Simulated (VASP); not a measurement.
A run of VASP 6.6.1:

Contents of INCAR:

```
SYSTEM = AgAu
PREC = Accurate
ENCUT = 520
EDIFF = 1E-6
ISMEAR = 1
SIGMA = 0.5
LREAL = .False.
LASPH = .True.
NELM = 80
ALGO = Normal
ISIF = 2
LWAVE = .False.
LCHARG = .False.
GGA = PS
NBANDS = 18
```

KPOINTS

```
Automatic mesh
0
Gamma
  10 10 6
  0 0 0
```

Contents of POSCAR:

```
AgAu
1.0
    2.9351666000      0.0000000000      0.0000000000
   -1.4675833000      2.5419288400      0.0000000000
    0.0000000000      0.0000000000      4.6969050500
Ag Au
1 1
Direct
    0.0000000000      0.0000000000      0.5000000000
    0.6666666667      0.3333333333      0.0000000000
```

Potentials or basis: VASP PAW PBE potentials, release 64 (Ag, Au).

Command:

```sh
$ cat potpaw_PBE.64/Ag/POTCAR potpaw_PBE.64/Au/POTCAR > POTCAR
$ mpirun -np 1 vasp_std > vasp.out
```

Hardware: 1 thread of AMD EPYC 7R13, on a shared host.

Task: How long does it take, and how much memory?

Result: Wall time 59 s on 1 thread of AMD EPYC 7R13 (shared host), peak memory 0.15 GiB. Counts: scf iterations 11, k points 56.
